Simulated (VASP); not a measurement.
# Hg (P6/mmm) in VASP: relaxation of cell and atoms with PBE+D3(BJ)

Aim: the relaxation of cell and atoms of Hg with PBE+D3(BJ).

Program: VASP 6.6.1. These are calculated values, not measurements. Logs are shortened: lines on timing, memory, paths and dates and some standing lists are left out, and cuts for length are marked.

## Step 1: The cell of the first run

Symmetry: P6/mmm, No. 191, hexagonal system. Conventional cell: a = 4.540 Å, b = 4.540 Å, c = 3.870 Å, α = 90.00°, β = 90.00°, γ = 120.00°. Within 3.5 Å of Hg (site symmetry -6m2) lie 9 Hg at 2.62 to 3.26 Å. Within 4.3 Å of Hg (site symmetry 6/mmm) lie 14 Hg at 3.26 to 3.87 Å.

## Step 2: Relaxation of cell and atoms, PBE+D3(BJ)

INCAR

```
  PREC = Accurate
  ENCUT = 600
  EDIFF = 1E-7
  ISMEAR = 0
  SIGMA = 0.1
  LREAL = F
  LASPH = T
  NELM = 100
  ALGO = Fast
  ISIF = 3
  LWAVE = F
  LCHARG = F
  GGA = PE
  IVDW = 12
  IBRION = 2
  NSW = 100
  EDIFFG = -0.05
```

KPOINTS

```
Automatic mesh
0
Gamma
  6 6 6
```

POSCAR

```
Hg
1.0
    4.5400000000      0.0000000000      0.0000000000
   -2.2700000000      3.9317553332      0.0000000000
    0.0000000000      0.0000000000      3.8700000000
Hg
3
Direct
    0.3333333333      0.6666666667      0.5000000000
    0.0000000000      0.0000000000      0.0000000000
    0.6666666667      0.3333333333      0.5000000000
```

Potentials or basis: VASP PAW PBE potentials, release 64 (Hg).

Started as:

```sh
$ cat potpaw_PBE.64/Hg/POTCAR > POTCAR
$ mpirun -np 1 vasp_std > vasp.out
```

OUTCAR:

```text
PREC = Accurate
   ENCUT = 600
   EDIFF = 1E-7
   ISMEAR = 0
   LREAL = F
   LASPH = T
   NELM = 100
   ISIF = 3
   GGA = PE
   IVDW = 12
   IBRION = 2
   NSW = 100
   EDIFFG = -0.05
 IVDW          = 12

 ion  position               nearest neighbor table
   1  0.333  0.667  0.500-   3 2.62   3 2.62   3 2.62   2 3.26   2 3.26   2 3.26   2 3.26   2 3.26
                             2 3.26
   2  0.000  0.000  0.000-   1 3.26   3 3.26   1 3.26   3 3.26   3 3.26   3 3.26   1 3.26   1 3.26
                             3 3.26   3 3.26   1 3.26   1 3.26
   3  0.667  0.333  0.500-   1 2.62   1 2.62   1 2.62   2 3.26   2 3.26   2 3.26   2 3.26   2 3.26
                             2 3.26

  LATTYP: Found a hexagonal cell.
 ALAT       =     4.5400000000
 C/A-ratio  =     0.8524229075

  Lattice vectors:

 A1 = (   4.5400000000,   0.0000000000,   0.0000000000)
 A2 = (  -2.2700000000,   3.9317553332,   0.0000000000)
 A3 = (   0.0000000000,   0.0000000000,   3.8700000000)

Analysis of symmetry for initial positions (statically):
=====================================================================
 Subroutine PRICEL returns:
 Original cell was already a primitive cell.

 Routine SETGRP: Setting up the symmetry group for a
 hexagonal supercell.

 Subroutine GETGRP returns: Found 24 space group operations
 (whereof 24 operations were pure point group operations)
 out of a pool of 24 trial point group operations.

The static configuration has the point symmetry D_6h.

Analysis of symmetry for dynamics (positions and initial velocities):
=====================================================================
 Subroutine PRICEL returns:
 Original cell was already a primitive cell.

 Routine SETGRP: Setting up the symmetry group for a
 hexagonal supercell.

 Subroutine GETGRP returns: Found 24 space group operations
 (whereof 24 operations were pure point group operations)
 out of a pool of 24 trial point group operations.

The dynamic configuration has the point symmetry D_6h.

 Subroutine INISYM returns: Found 24 space group operations
 (whereof 24 operations are pure point group operations),
 and found     1 'primitive' translations

----------------------------------------------------------------------------------------

                                     Primitive cell

  volume of cell :      69.0802

  direct lattice vectors                    reciprocal lattice vectors
     4.540000000  0.000000000  0.000000000     0.220264317  0.127169663  0.000000000
    -2.270000000  3.931755333  0.000000000     0.000000000  0.254339326  0.000000000
     0.000000000  0.000000000  3.870000000     0.000000000  0.000000000  0.258397933

  length of vectors
     4.540000000  4.540000000  3.870000000     0.254339326  0.254339326  0.258397933

  position of ions in fractional coordinates (direct lattice)
     0.333333333  0.666666667  0.500000000
     0.000000000  0.000000000  0.000000000
     0.666666667  0.333333333  0.500000000

  ion indices of the primitive-cell ions
   primitive index   ion index
                 1           1
                 2           2
                 3           3

----------------------------------------------------------------------------------------

 KPOINTS: Automatic mesh

Automatic generation of k-mesh.
 Grid dimensions read from file:
 generate k-points for:    6    6    6

 Generating k-lattice:

  Cartesian coordinates                     Fractional coordinates (reciprocal lattice)
     0.036710720  0.021194944  0.000000000     0.166666667  0.000000000  0.000000000
     0.000000000  0.042389888  0.000000000     0.000000000  0.166666667  0.000000000
     0.000000000  0.000000000  0.043066322     0.000000000  0.000000000  0.166666667

  Length of vectors
     0.042389888  0.042389888  0.043066322

  Shift w.r.t. Gamma in fractional coordinates (k-lattice)
     0.000000000  0.000000000  0.000000000

 Subroutine IBZKPT returns following result:
 ===========================================

 Found     28 irreducible k-points:

 Following reciprocal coordinates:
            Coordinates               Weight
  0.000000  0.000000  0.000000      1.000000
  0.166667  0.000000  0.000000      6.000000
  0.333333 -0.000000  0.000000      6.000000
  0.500000  0.000000  0.000000      3.000000
  0.166667  0.166667  0.000000      6.000000
  0.333333  0.166667  0.000000     12.000000
[... 16 lines left out ...]
  0.166667  0.000000  0.500000      6.000000
  0.333333 -0.000000  0.500000      6.000000
 [... further k-points ...]
   k-points           NKPTS =     28   k-points in BZ     NKDIM =     28   number of bands    NBANDS=     22
   number of dos      NEDOS =    301   number of ions     NIONS =      3
   total plane-waves  NPLWV =  41472
   dimension x,y,z NGX =    36 NGY =   36 NGZ =   32
   dimension x,y,z NGXF=    72 NGYF=   72 NGZF=   64
   ions per type =               3
   NGX,Y,Z   is equivalent  to a cutoff of  13.18, 13.18, 13.75 a.u.
   NGXF,Y,Z  is equivalent  to a cutoff of  26.36, 26.36, 27.49 a.u.
 SYSTEM =  unknown system
   PREC   = accura    normal or accurate (medium, high low for compatibility)
   ISTART =      0    job   : 0-new  1-cont  2-samecut
   ICHARG =      2    charge: 1-file 2-atom 10-const
   ISPIN  =      1    spin polarized calculation?
   LNONCOLLINEAR =      F non collinear calculations
   LSORBIT =      F    spin-orbit coupling
   LASPH  =      T    aspherical Exc in radial PAW
   ENCUT  =  600.0 eV  44.10 Ry    6.64 a.u.   9.07  9.07  7.73*2*pi/ulx,y,z
   NELM   =    100;   NELMIN=  2; NELMDL= -5     # of ELM steps
   EDIFF  = 0.1E-06   stopping-criterion for ELM
   LREAL  =      F    real-space projection
   EDIFFG = -.5E-01   stopping-criterion for IOM
   NSW    =    100    number of steps for IOM
   IBRION =      2    ionic relax: 0-MD 1-quasi-New 2-CG
   NFREE  =      1    steps in history (QN), initial steepest desc. (CG)
   ISIF   =      3    stress and relaxation
   ISYM   =      2    0-nonsym 1-usesym 2-fastsym
   POTIM  = 0.5000    time-step for ionic-motion
   TEBEG  =    0.0;   TEEND  =   0.0 temperature during run
   PSTRESS=    0.0 pullay stress
   NELECT =      36.0000    total number of electrons
   NUPDOWN=      -1.0000    fix difference up-down
   EMIN   =  10.00;   EMAX   =-10.00  energy-range for DOS
   EFERMI =   0.00;   METHOD = LEGACY
   ISMEAR =     0;   SIGMA  =   0.10  broadening in eV -4-tet -1-fermi 0-gaus
   EFERMI_NEDOS =   21; number of points for ismear=-14 and -15
   IALGO  =     68    algorithm
   IMIX   =      4    mixing-type and parameters
     AMIX     =   0.40;   BMIX     =  1.00
     AMIX_MAG =   1.60;   BMIX_MAG =  1.00
  volume/ion in A,a.u.               =      23.03       155.39
  Fermi-wavevector in a.u.,A,eV,Ry     =   1.317421  2.489565 23.614244  1.735598
  Thomas-Fermi vector in A             =   2.447463
   LORBIT       =      0    0 simple, 1 ext, 2 COOP (PROOUT), +10 PAW based schemes
   GGA     = PE    functional components
   LHFCALC =     F    Hartree Fock is set to
   AEXX    =    0.0000 exact exchange contribution
   IVDW    =    12    specifies the selected vdW correction
   LEPSILON=     F    determine dielectric tensor
   LRPA    =     F    only Hartree local field effects (RPA)
 conjugate gradient relaxation of ions
 non-spin polarized calculation
 RMM-DIIS sequential band-by-band and
 Gauss-broadening in eV      SIGMA  =   0.10
  energy-cutoff  :      600.00
  volume of cell :       69.08
 maximum number of plane-waves:      2343
   NGX = 19   NGY = 19   NGZ = 15

--------------------------------------- Ionic step        1  -------------------------------------------

 number of electron      36.0000009 magnetization

 Free energy of the ion-electron system (eV)
  ---------------------------------------------------
  ext. energy  EPLUGINS =         0.00000000
  ---------------------------------------------------
  free energy    TOTEN  =         0.52995007 eV

  energy without entropy =        0.53801985  energy(sigma->0) =        0.53398496

------------------------ aborting loop because EDIFF is reached ----------------------------------------

 Edisp (eV)   -1.37151

 E8    (eV) :    -0.6234

  FORCE on cell =-STRESS in cart. coord.  units (eV):
  Direction    XX          YY          ZZ          XY          YZ          ZX
  --------------------------------------------------------------------------------------
  -------------------------------------------------------------------------------------
  Total       6.52116     6.52116     0.72738     0.00000    -0.00000     0.00000
  in kB     151.24536   151.24536    16.87012     0.00000    -0.00000     0.00000
  external pressure =      106.45 kB  Pullay stress =        0.00 kB
[... 100 lines left out ...]
  FREE ENERGIE OF THE ION-ELECTRON SYSTEM (eV)
  ---------------------------------------------------
  free  energy   TOTEN  =        -1.4356674465 eV

  energy  without entropy=       -1.4287672195  energy(sigma->0) =       -1.43221733

 E-fermi :   1.5065     XC(G=0):  -9.8822

 val. band max:        1.4663224948   @ k =   0.1667   0.0000   0.3333
 cond. band min:       1.5695123897   @ k =   0.5000   0.0000   0.1667
 fundamental gap:      0.1031898949
 Fermi energy:         1.5065332227

 k-point     1 :       0.0000    0.0000    0.0000
  band No.  band energies     occupation
      1      -6.3665      2.00000
      2      -5.5740      2.00000
      3      -5.1672      2.00000
      4      -5.1672      2.00000
      5      -4.9697      2.00000
      6      -4.9418      2.00000
[... 574 lines left out ...]
      6      -5.0373      2.00000
[... 14 lines left out ...]
     21       4.4943      0.00000
     22       4.6995      0.00000

 [... further k-points ...]

[... ionic steps 4 to 11 ...]

--------------------------------------- Ionic step       12  -------------------------------------------

 number of electron      35.9999994 magnetization

------------------------ aborting loop because EDIFF is reached ----------------------------------------

 Edisp (eV)   -1.24132

 E8    (eV) :    -0.5634
[... 71 lines left out ...]
  energy  without entropy=       -1.6940952802  energy(sigma->0) =       -1.69489069

--------------------------------------- Ionic step       14  -------------------------------------------

 number of electron      35.9999987 magnetization

 Free energy of the ion-electron system (eV)
  ---------------------------------------------------
  ext. energy  EPLUGINS =         0.00000000
  ---------------------------------------------------
  free energy    TOTEN  =        -0.47627302 eV

  energy without entropy =       -0.47450122  energy(sigma->0) =       -0.47538712

 E-fermi :   1.9297     XC(G=0): -10.3653

 val. band max:        1.7737659483   @ k =   0.1667   0.0000   0.3333
 cond. band min:       2.0059263566   @ k =   0.3333  -0.0000   0.5000
 fundamental gap:      0.2321604083
 Fermi energy:         1.9296774148

 k-point     1 :       0.0000    0.0000    0.0000
  band No.  band energies     occupation
      1      -6.3017      2.00000
      2      -5.6413      2.00000
      3      -5.2554      2.00000
      4      -5.0338      2.00000
      5      -4.6998      2.00000
      6      -4.6998      2.00000
[... 574 lines left out ...]
      6      -4.7554      2.00000
[... 14 lines left out ...]
     21       4.7719      0.00000
     22       5.6857      0.00000

 [... further k-points ...]

------------------------ aborting loop because EDIFF is reached ----------------------------------------

 Edisp (eV)   -1.22058

 E8    (eV) :    -0.5544

  FORCE on cell =-STRESS in cart. coord.  units (eV):
  Direction    XX          YY          ZZ          XY          YZ          ZX
  --------------------------------------------------------------------------------------
  -------------------------------------------------------------------------------------
  Total       0.00906     0.00906     0.05656     0.00000     0.00000     0.00000
  in kB       0.18762     0.18762     1.17116     0.00000     0.00000     0.00000
  external pressure =        0.52 kB  Pullay stress =        0.00 kB
[... 18 lines left out ...]
  FREE ENERGIE OF THE ION-ELECTRON SYSTEM (eV)
  ---------------------------------------------------
  free  energy   TOTEN  =        -1.6968548770 eV

  energy  without entropy=       -1.6950830811  energy(sigma->0) =       -1.69596898

 reached required accuracy - stopping structural energy minimisation
```

It took 7.3 min on 1 thread of Intel Xeon Platinum 8259CL at 2.50GHz (Skylake/Cascade Lake), shared host; peak memory 0.23 GiB.

Results:

```yaml
Free_energy: -1.6969 eV
Relaxed_volume: 25.79 Å³/atom
Relaxed_cell: a = 5.401 Å, b = 5.401 Å, c = 3.063 Å, α = 90.00°, β = 90.00°, γ = 120.00°
Space_group_after_relaxing_to_0.1_Å: P6/mmm (No. 191)
Energy_gained_by_relaxing: 285.1 meV/atom
Ionic_steps: 14
Pressure_after_relaxing: 0.1 GPa
Band_gap_on_the_k_mesh: zero (bands 18 and 19 overlap by 3.76 eV)
Dispersion_energy_per_atom: -0.407 eV
```

The path:
```tsv
step	energy change (eV)	largest force (eV/Å)	pressure (GPa)	volume (Å³)
1	0.0000	0.0000	10.65	69.08
2	-0.5833	0.0000	0.12	85.31
3	-0.5941	0.0000	-0.26	87.26
4	-0.6002	0.0000	-0.85	91.22
5	-0.6006	0.0000	-0.73	90.50
6	-0.6353	0.0000	-0.74	89.04
7	-0.7366	0.0000	-0.71	84.45
8	-0.8398	0.0000	1.23	74.39
9	-0.8371	0.0000	-0.26	78.79
10	-0.8514	0.0000	0.29	76.81
11	-0.8521	0.0000	0.44	76.36
12	-0.8521	0.0000	0.55	76.05
13	-0.8541	0.0000	-0.22	78.16
14	-0.8553	0.0000	0.05	77.37
```

Final structure:
```
CELL_PARAMETERS angstrom
5.40059 0.00000 0.00000
-2.70030 4.67705 0.00000
0.00000 0.00000 3.06315
ATOMIC_POSITIONS crystal
Hg 0.33333 0.66667 0.50000
Hg 0.00000 0.00000 0.00000
Hg 0.66667 0.33333 0.50000
```

Caveat: a cell axis changed by over 15 % at a fixed basis, so the end point is rough; spin-orbit coupling is left out, which moves the levels of the heavy elements.
